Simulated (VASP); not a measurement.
A run of VASP 6.6.1 is set up as follows.

The input INCAR:

```
PREC = Accurate ; ENCUT = 600
EDIFF = 1E-7 ; ISMEAR = 0
SIGMA = 0.1 ; LREAL = False
LASPH = True ; NELM = 100
ALGO = Normal ; ISIF = 3
LWAVE = False ; LCHARG = False
GGA = PE ; IBRION = 2
NSW = 100 ; EDIFFG = -0.01
```

Contents of KPOINTS:

```
Automatic mesh
0
Gamma
  12 12 6
```

File POSCAR:

```
HfSiO4
1.0
    3.2061139130      0.0000000000      0.0000000000
    0.0000000000      3.2061139130      0.0000000000
    0.0000000000      0.0000000000      6.2056831352
Hf Si O
1 1 4
Direct
    0.5000000000      0.5000000000      0.5000000000
    0.0000000000      0.0000000000      0.0000000000
    0.0000000000      0.0000000000      0.6800516431
    0.0000000000      0.0000000000      0.3199483569
    0.5000000000      0.0000000000      0.0000000000
    0.0000000000      0.5000000000      0.0000000000
```

Potentials or basis: VASP PAW PBE potentials, release 64 (Hf_pv, Si, O).

The run is started by

```sh
$ cat potpaw_PBE.64/Hf_pv/POTCAR potpaw_PBE.64/Si/POTCAR potpaw_PBE.64/O/POTCAR > POTCAR
$ mpirun -np 1 vasp_std > vasp.out
```

Q: What does it give for the relaxed volume?

A: 10.59 Å³/atom.

Q: Predict the relaxed cell.

A: a = 3.202 Å, b = 3.202 Å, c = 6.200 Å, α = 90.00°, β = 90.00°, γ = 90.00°.

Q: Predict the band gap on the k mesh.

A: Zero (bands 19 and 20 overlap by 2.00 eV).

Q: Predict the space group after relaxing (to 0.1 Å).

A: P4/mmm (No. 123).

Stress tensor (GPa, compression positive):
```
-0.03  0.00  0.00
 0.00 -0.03  0.00
 0.00  0.00  0.10
```

Caveat: spin-orbit coupling is left out, which moves the levels of the heavy elements.
